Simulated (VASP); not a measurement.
Ga, 3 atoms in the cell. Symmetry: Pm-3m, No. 221, cubic system. Conventional cell: a = 3.942 Å, b = 3.942 Å, c = 3.942 Å, α = 90.00°, β = 90.00°, γ = 90.00°. Within 3.7 Å of Ga (site symmetry 4/mmm) lie 8 Ga at 2.79 Å. 

| Property | Result |
| --- | --- |
| Program | VASP 6.6.1 |
| Task | relaxation of cell and atoms |
| Functional | PBE |
| Potentials or basis | VASP PAW PBE potentials, release 64 (Ga_d) |
| Cutoff | 600 eV |
| k mesh | 12 × 12 × 12 |
| Occupations | gaussian, width 0.1 eV |
| Spin | no spin polarisation |
| Dipole correction | no |
| Further INCAR settings | ALGO = Fast; EDIFF = 1e-07; IBRION = 2; EDIFFG = -0.01; NSW = 100; ISIF = 3 |

Potentials or basis: VASP PAW PBE potentials, release 64 (Ga_d).

The run is started by

```sh
$ cat potpaw_PBE.64/Ga_d/POTCAR > POTCAR
$ mpirun -np 1 vasp_std > vasp.out
```

Hardware: 1 thread of AMD EPYC 7R13, with other jobs on the host.

Task: How long does it take, and how much memory?

Result: Wall time 2.4 min on 1 thread of AMD EPYC 7R13 (shared host), peak memory 0.22 GiB. Counts: scf iterations 15, k points 84, ion steps 1.
